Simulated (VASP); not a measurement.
# Li (P6_3/mmc) in VASP: notebook

Li is run at these levels: PBEsol; tasks: single point.

Everything below comes from runs of VASP 6.6.1. Logs are shortened: lines on timing, memory, paths and dates and some standing lists are left out, and cuts for length are marked.

### Step 1. The cell of the first run

The structure is hexagonal, space group P6_3/mmc (No. 194). Conventional cell: a = 3.111 Å, b = 3.111 Å, c = 5.042 Å, α = 90.00°, β = 90.00°, γ = 120.00°. Within 4.1 Å of Li (site symmetry -6m2) lie 12 Li at 3.10 to 3.11 Å.

This isn't the form of Li at room conditions, which is bcc.

### Step 2. Single point, PBEsol (zz strain of -1 %)

INCAR

```
PREC = Accurate ; ENCUT = 520
EDIFF = 1E-7 ; ISMEAR = -1
SIGMA = 0.08 ; LREAL = F
LASPH = T ; NELM = 100
ALGO = Normal ; ISIF = 2
LWAVE = F ; LCHARG = F
GGA = PS ; NBANDS = 10
```

KPOINTS

```
Automatic mesh
0
Gamma
  15 15 8
```

POSCAR

```
Li
1.0
    3.1110021516      0.0000000000      0.0000000000
   -1.5555010758      2.6942068945      0.0000000000
    0.0000000000      0.0000000000      5.0420700000
Li
2
Direct
    0.3333333333      0.6666666667      0.2500000000
    0.6666666667      0.3333333333      0.7500000000
```

Potentials or basis: VASP PAW PBE potentials, release 64 (Li_sv).

Launch:

```sh
$ cat potpaw_PBE.64/Li_sv/POTCAR > POTCAR
$ mpirun -np 1 vasp_std > vasp.out
```

OUTCAR:

```text
PREC = Accurate
   ENCUT = 520
   EDIFF = 1E-7
   ISMEAR = -1
   LREAL = F
   LASPH = T
   NELM = 100
   ISIF = 2
   GGA = PS

 ion  position               nearest neighbor table
   1  0.333  0.667  0.250-
   2  0.667  0.333  0.750-

  LATTYP: Found a hexagonal cell.
 ALAT       =     3.1110021516
 C/A-ratio  =     1.6207221192

  Lattice vectors:

 A1 = (   3.1110021516,   0.0000000000,   0.0000000000)
 A2 = (  -1.5555010758,   2.6942068945,   0.0000000000)
 A3 = (   0.0000000000,   0.0000000000,   5.0420700000)

Analysis of symmetry for initial positions (statically):
=====================================================================
 Subroutine PRICEL returns:
 Original cell was already a primitive cell.

 Routine SETGRP: Setting up the symmetry group for a
 hexagonal supercell.

 Subroutine GETGRP returns: Found 24 space group operations
 (whereof 12 operations were pure point group operations)
 out of a pool of 24 trial point group operations.

The static configuration has the point symmetry D_3d.
 The point group associated with its full space group is D_6h.

Analysis of symmetry for dynamics (positions and initial velocities):
=====================================================================
 Subroutine PRICEL returns:
 Original cell was already a primitive cell.

 Routine SETGRP: Setting up the symmetry group for a
 hexagonal supercell.

 Subroutine GETGRP returns: Found 24 space group operations
 (whereof 12 operations were pure point group operations)
 out of a pool of 24 trial point group operations.

The dynamic configuration has the point symmetry D_3d.
 The point group associated with its full space group is D_6h.

 Subroutine INISYM returns: Found 24 space group operations
 (whereof 12 operations are pure point group operations),
 and found     1 'primitive' translations

----------------------------------------------------------------------------------------

                                     Primitive cell

  volume of cell :      42.2610

  direct lattice vectors                    reciprocal lattice vectors
     3.111002152  0.000000000  0.000000000     0.321439829  0.185583372  0.000000000
    -1.555501076  2.694206895  0.000000000     0.000000000  0.371166744  0.000000000
     0.000000000  0.000000000  5.042070000     0.000000000  0.000000000  0.198331241

  length of vectors
     3.111002152  3.111002152  5.042070000     0.371166744  0.371166744  0.198331241

  position of ions in fractional coordinates (direct lattice)
     0.333333333  0.666666667  0.250000000
     0.666666667  0.333333333  0.750000000

  ion indices of the primitive-cell ions
   primitive index   ion index
                 1           1
                 2           2

----------------------------------------------------------------------------------------

 KPOINTS: Automatic mesh

Automatic generation of k-mesh.
 Grid dimensions read from file:
 generate k-points for:   15   15    8

 Generating k-lattice:

  Cartesian coordinates                     Fractional coordinates (reciprocal lattice)
     0.021429322  0.012372225  0.000000000     0.066666667  0.000000000  0.000000000
     0.000000000  0.024744450  0.000000000     0.000000000  0.066666667  0.000000000
     0.000000000  0.000000000  0.024791405     0.000000000  0.000000000  0.125000000

  Length of vectors
     0.024744450  0.024744450  0.024791405

  Shift w.r.t. Gamma in fractional coordinates (k-lattice)
     0.000000000  0.000000000  0.000000000

 Subroutine IBZKPT returns following result:
 ===========================================

 Found    135 irreducible k-points:

 Following reciprocal coordinates:
            Coordinates               Weight
  0.000000  0.000000  0.000000      1.000000
  0.066667 -0.000000  0.000000      6.000000
  0.133333 -0.000000  0.000000      6.000000
  0.200000 -0.000000  0.000000      6.000000
  0.266667 -0.000000  0.000000      6.000000
  0.333333 -0.000000  0.000000      6.000000
[... 16 lines left out ...]
  0.333333  0.200000  0.000000     12.000000
  0.400000  0.200000  0.000000      6.000000
 [... further k-points ...]
   k-points           NKPTS =    135   k-points in BZ     NKDIM =    135   number of bands    NBANDS=     10
   number of dos      NEDOS =    301   number of ions     NIONS =      2
   total plane-waves  NPLWV =  23040
   dimension x,y,z NGX =    24 NGY =   24 NGZ =   40
   dimension x,y,z NGXF=    48 NGYF=   48 NGZF=   80
   ions per type =               2
   NGX,Y,Z   is equivalent  to a cutoff of  12.83, 12.83, 13.19 a.u.
   NGXF,Y,Z  is equivalent  to a cutoff of  25.65, 25.65, 26.38 a.u.
 SYSTEM =  unknown system
   PREC   = accura    normal or accurate (medium, high low for compatibility)
   ISTART =      0    job   : 0-new  1-cont  2-samecut
   ICHARG =      2    charge: 1-file 2-atom 10-const
   ISPIN  =      1    spin polarized calculation?
   LNONCOLLINEAR =      F non collinear calculations
   LSORBIT =      F    spin-orbit coupling
   LASPH  =      T    aspherical Exc in radial PAW
   ENCUT  =  520.0 eV  38.22 Ry    6.18 a.u.   5.78  5.78  9.37*2*pi/ulx,y,z
   NELM   =    100;   NELMIN=  2; NELMDL= -5     # of ELM steps
   EDIFF  = 0.1E-06   stopping-criterion for ELM
   LREAL  =      F    real-space projection
   EDIFFG = 0.1E-05   stopping-criterion for IOM
   NSW    =      0    number of steps for IOM
   IBRION =     -1    ionic relax: 0-MD 1-quasi-New 2-CG
   NFREE  =      0    steps in history (QN), initial steepest desc. (CG)
   ISIF   =      2    stress and relaxation
   ISYM   =      2    0-nonsym 1-usesym 2-fastsym
   POTIM  = 0.5000    time-step for ionic-motion
   TEBEG  =    0.0;   TEEND  =   0.0 temperature during run
   PSTRESS=    0.0 pullay stress
   NELECT =       6.0000    total number of electrons
   NUPDOWN=      -1.0000    fix difference up-down
   EMIN   =  10.00;   EMAX   =-10.00  energy-range for DOS
   EFERMI =   0.00;   METHOD = LEGACY
   ISMEAR =    -1;   SIGMA  =   0.08  broadening in eV -4-tet -1-fermi 0-gaus
   EFERMI_NEDOS =   21; number of points for ismear=-14 and -15
   IALGO  =     38    algorithm
   IMIX   =      4    mixing-type and parameters
     AMIX     =   0.40;   BMIX     =  1.00
     AMIX_MAG =   1.60;   BMIX_MAG =  1.00
  volume/ion in A,a.u.               =      21.13       142.60
  Fermi-wavevector in a.u.,A,eV,Ry     =   0.854041  1.613903  9.923891  0.729385
  Thomas-Fermi vector in A             =   1.970576
   LORBIT       =      0    0 simple, 1 ext, 2 COOP (PROOUT), +10 PAW based schemes
   GGA     = PS    functional components
   LHFCALC =     F    Hartree Fock is set to
   AEXX    =    0.0000 exact exchange contribution
   IVDW    =     0    specifies the selected vdW correction
   LEPSILON=     F    determine dielectric tensor
   LRPA    =     F    only Hartree local field effects (RPA)
 non-spin polarized calculation
  energy-cutoff  :      520.00
  volume of cell :       42.26
 maximum number of plane-waves:      1182
 NGX is ok and might be reduce to    24
   NGX = 11   NGY = 11   NGZ = 19

 number of electron       5.9999994 magnetization

 Free energy of the ion-electron system (eV)
  ---------------------------------------------------
  ext. energy  EPLUGINS =         0.00000000
  ---------------------------------------------------
  free energy    TOTEN  =        -3.94128907 eV

  energy without entropy =       -3.91981171  energy(sigma->0) =       -3.93055039

 E-fermi :   0.5124     XC(G=0):  -6.9170

 val. band max:        0.5025484153   @ k =   0.1333  -0.0000   0.1250
 cond. band min:       0.5190030320   @ k =   0.4000  -0.0000   0.5000
 fundamental gap:      0.0164546166
 Fermi energy:         0.5123518738

 k-point     1 :       0.0000    0.0000    0.0000
  band No.  band energies     occupation
      1     -45.4710      2.00000
      2     -45.4545      2.00000
      3      -2.9871      2.00000
      4       0.5538      0.74675
      5       3.3729      0.00000
      6      12.5433      0.00000
      7      12.5433      0.00000
      8      13.9215      0.00000
      9      13.9215      0.00000
     10      14.7159      0.00000

 k-point     2 :       0.0667   -0.0000    0.0000
  band No.  band energies     occupation
      1     -45.4705      2.00000
      2     -45.4542      2.00000
      3      -2.9181      2.00000
      4       0.6440      0.32333
      5       3.4004      0.00000
      6      11.7838      0.00000
      7      12.0174      0.00000
      8      13.9093      0.00000
      9      14.2644      0.00000
     10      14.6258      0.00000

 k-point     3 :       0.1333   -0.0000    0.0000
  band No.  band energies     occupation
      1     -45.4688      2.00000
      2     -45.4535      2.00000
      3      -2.7105      2.00000
      4       0.9146      0.01302
      5       3.4774      0.00000
      6      10.2434      0.00000
      7      11.1641      0.00000
      8      13.8359      0.00000
      9      14.1789      0.00000
     10      14.4181      0.00000

 k-point     4 :       0.2000   -0.0000    0.0000
  band No.  band energies     occupation
      1     -45.4662      2.00000
      2     -45.4524      2.00000
      3      -2.3642      2.00000
      4       1.3647      0.00005
      5       3.5769      0.00000
      6       8.6225      0.00000
      7      10.3676      0.00000
      8      12.9889      0.00000
      9      13.0829      0.00000
     10      13.8866      0.00000

 k-point     5 :       0.2667   -0.0000    0.0000
  band No.  band energies     occupation
      1     -45.4631      2.00000
      2     -45.4513      2.00000
      3      -1.8798      2.00000
      4       1.9928      0.00000
      5       3.6051      0.00000
      6       7.2340      0.00000
      7       9.7029      0.00000
      8      11.3006      0.00000
      9      11.5851      0.00000
     10      13.6634      0.00000

 k-point     6 :       0.3333   -0.0000    0.0000
  band No.  band energies     occupation
      1     -45.4599      2.00000
      2     -45.4504      2.00000
      3      -1.2612      2.00000
      4       2.7947      0.00000
      5       3.3201      0.00000
      6       6.3953      0.00000
      7       9.1940      0.00000
      8       9.5606      0.00000
      9      10.2257      0.00000
     10      13.2591      0.00000
[... 183 lines left out ...]
 k-point    21 :       0.2000    0.2000    0.0000
  band No.  band energies     occupation
      1     -45.4591      2.00000
      2     -45.4502      2.00000
      3      -1.1119      2.00000
      4       2.9741      0.00000
      5       3.7670      0.00000
      6       5.7510      0.00000
      7       7.5414      0.00000
      8      10.3800      0.00000
      9      11.6028      0.00000
     10      12.0559      0.00000

 k-point    22 :       0.2667    0.2000    0.0000
  band No.  band energies     occupation
      1     -45.4564      2.00000
      2     -45.4499      2.00000
      3      -0.4189      1.99998
      4       3.5035      0.00000
      5       3.8551      0.00000
      6       4.8666      0.00000
      7       7.0491      0.00000
      8       9.0886      0.00000
      9      10.9433      0.00000
     10      11.1745      0.00000

 k-point    23 :       0.3333    0.2000    0.0000
  band No.  band energies     occupation
      1     -45.4543      2.00000
      2     -45.4499      2.00000
      3       0.3842      1.66462
      4       2.6372      0.00000
      5       4.6722      0.00000
      6       4.8771      0.00000
      7       6.7509      0.00000
      8       7.6866      0.00000
      9      10.4526      0.00000
     10      10.7704      0.00000

 k-point    24 :       0.4000    0.2000    0.0000
  band No.  band energies     occupation
      1     -45.4534      2.00000
      2     -45.4501      2.00000
      3       0.9972      0.00466
      4       1.9408      0.00000
      5       4.6793      0.00000
      6       5.6907      0.00000
      7       6.6454      0.00000
      8       6.7308      0.00000
      9      10.2773      0.00000
     10      10.6499      0.00000

 [... further k-points ...]

------------------------ aborting loop because EDIFF is reached ----------------------------------------

  FORCE on cell =-STRESS in cart. coord.  units (eV):
  Direction    XX          YY          ZZ          XY          YZ          ZX
  --------------------------------------------------------------------------------------
  -------------------------------------------------------------------------------------
  Total       -0.1833609     -0.1833609     -0.1348996      0.0000000      0.0000000      0.0000000
  in kB       -6.9514799     -6.9514799     -5.1142419      0.0000000      0.0000000      0.0000000
  external PRESSURE =      -6.3390672 kB  Pullay stress =       0.0000000 kB

 VOLUME and BASIS-vectors are now :
 -----------------------------------------------------------------------------
  energy-cutoff  :      520.00
  volume of cell :       42.26
      direct lattice vectors                 reciprocal lattice vectors
     3.111002152  0.000000000  0.000000000     0.321439829  0.185583372  0.000000000
    -1.555501076  2.694206895  0.000000000     0.000000000  0.371166744  0.000000000
     0.000000000  0.000000000  5.042070000     0.000000000  0.000000000  0.198331241

 POSITION                                       TOTAL-FORCE (eV/Angst)
 -----------------------------------------------------------------------------------
     -0.00000      1.79614      1.26052        -0.000000      0.000000      0.000000
      1.55550      0.89807      3.78155         0.000000     -0.000000      0.000000
 -----------------------------------------------------------------------------------
    total drift:                               -0.000000      0.000000     -0.000000

  FREE ENERGIE OF THE ION-ELECTRON SYSTEM (eV)
  ---------------------------------------------------
  free  energy   TOTEN  =        -3.9412890654 eV

  energy  without entropy=       -3.9198117085  energy(sigma->0) =       -3.93055039
```

Wall time 17 s (1 thread of Intel Xeon Platinum 8559C (Emerald Rapids), shared host); peak memory 0.17 GiB.

Results:

- Free energy: -3.9413 eV
- Band gap on the k mesh: zero (bands 3 and 4 overlap by 4.49 eV)

Caveat: the cell differs from its parent crystal (zz strain of -1 %); the cutoff is under 1.25 times the usual one of these potentials, so pressure, stress and relaxed cells hold a basis-set (Pulay) error; the PAW data sets were made with another functional, which shifts forces and pressure a little.

### Step 3. Single point, PBEsol (21.13 Å³/atom)

INCAR

```
ALGO = Normal
EDIFF = 1E-6
ENCUT = 520
GGA = PS
ISIF = 2
ISMEAR = -1
LASPH = True
LCHARG = False
LREAL = False
LWAVE = False
NBANDS = 10
NELM = 100
PREC = Accurate
SIGMA = 0.08
```

KPOINTS

```
k-points
0
Gamma
  15 15 8
```

POSCAR

```
Li
1.0
    3.1005973844      0.0000000000      0.0000000000
   -1.5502986922      2.6851961018      0.0000000000
    0.0000000000      0.0000000000      5.0759664280
Li
2
Direct
    0.3333333333      0.6666666667      0.2500000000
    0.6666666667      0.3333333333      0.7500000000
```

Potentials or basis: VASP PAW PBE potentials, release 64 (Li_sv).

Launch:

```sh
$ cat potpaw_PBE.64/Li_sv/POTCAR > POTCAR
$ mpirun -np 1 vasp_std > vasp.out
```

Wall time 17 s (1 thread of Intel Xeon Platinum 8559C (Emerald Rapids), shared host); peak memory 0.17 GiB.

It converged, with:

```
Free energy            : -3.9414 eV
Band gap on the k mesh : zero (bands 3 and 4 overlap by 4.53 eV)
```

Levels at points of the mesh, in eV from the Fermi level:
| k point | band 1 | band 2 | band 3 | band 4 | band 5 | band 6 | band 7 | band 8 |
| --- | --- | --- | --- | --- | --- | --- | --- | --- |
| (0.00, 0.00, 0.00) | -45.99 | -45.97 | -3.50 | -0.01 | 2.78 | 12.14 | 12.14 | 13.50 |
| (0.00, 0.00, 0.50) | -45.98 | -45.98 | -2.41 | -2.41 | 7.71 | 7.71 | 13.03 | 13.03 |

Caveat: the cutoff is under 1.25 times the usual one of these potentials, so pressure, stress and relaxed cells hold a basis-set (Pulay) error; the PAW data sets were made with another functional, which shifts forces and pressure a little.

### Step 4. Single point, PBEsol (zz strain of +2 %)

INCAR

```
PREC     = Accurate       # precision mode
ENCUT    = 520            # plane-wave cutoff, eV
EDIFF    = 1E-6           # SCF threshold, eV
ISMEAR   = -1             # smearing method
SIGMA    = 0.08           # smearing width, eV
LREAL    = F              # projectors in reciprocal space
LASPH    = T              # aspherical terms in the spheres
NELM     = 100            # most SCF steps
ALGO     = Normal         # electronic algorithm
ISIF     = 2              # what is computed and relaxed
LWAVE    = F              # write WAVECAR
LCHARG   = T              # write CHGCAR
GGA      = PS             # functional
LELF     = T              # ELF
LVHAR    = T            
NBANDS   = 10             # bands
```

KPOINTS

```
Automatic mesh
0
Gamma
  15 15 8
```

POSCAR

```
Li
1.0
    3.1110021516      0.0000000000      0.0000000000
   -1.5555010758      2.6942068945      0.0000000000
    0.0000000000      0.0000000000      5.1948600000
Li
2
Direct
    0.3333333333      0.6666666667      0.2500000000
    0.6666666667      0.3333333333      0.7500000000
```

Launch:

```sh
$ cat potpaw_PBE.64/Li_sv/POTCAR > POTCAR
$ mpirun -np 1 vasp_std > vasp.out
```

It took 17 s on 1 thread of Intel Xeon Platinum 8559C (Emerald Rapids), shared host; peak memory 0.17 GiB.

Results (log left out):

| Quantity | Value |
| --- | --- |
| Free energy | -3.9353 eV |
| Band gap on the k mesh | zero (bands 3 and 4 overlap by 4.55 eV) |

Levels at points of the mesh, in eV from the Fermi level:
```tsv
k point	band 1	band 2	band 3	band 4	band 5	band 6	band 7
(0.00, 0.00, 0.00)	-46.04	-46.03	-3.47	-0.11	2.53	12.12	12.12
(0.00, 0.00, 0.50)	-46.04	-46.04	-2.42	-2.42	7.26	7.26	12.94
```

Caveat: the cell differs from its parent crystal (zz strain of +2 %); the cutoff is under 1.25 times the usual one of these potentials, so pressure, stress and relaxed cells hold a basis-set (Pulay) error; the PAW data sets were made with another functional, which shifts forces and pressure a little.

### Step 5. The runs side by side

| cell | gap on the mesh (eV) |
| --- | --- |
| a = 3.111, b = 3.111, c = 5.042 Å, angles 90.0, 90.0, 120.0°, 2 atoms | none |
| a = 3.101, b = 3.101, c = 5.076 Å, angles 90.0, 90.0, 120.0°, 2 atoms | none |
| a = 3.111, b = 3.111, c = 5.195 Å, angles 90.0, 90.0, 120.0°, 2 atoms | none |

Alike in all rows: task single point; level PBEsol; potentials or basis VASP PAW PBE potentials, release 64 (Li_sv); no spin polarisation; k mesh 15 × 15 × 8; cutoff (eV) 520; smearing fermi-dirac 0.08 eV.

Caveats: the cutoff is under 1.25 times the usual one of these potentials, so pressure, stress and relaxed cells hold a basis-set (Pulay) error; the PAW data sets were made with another functional, which shifts forces and pressure a little.

Absolute energies hang on the potentials; compare differences alone.
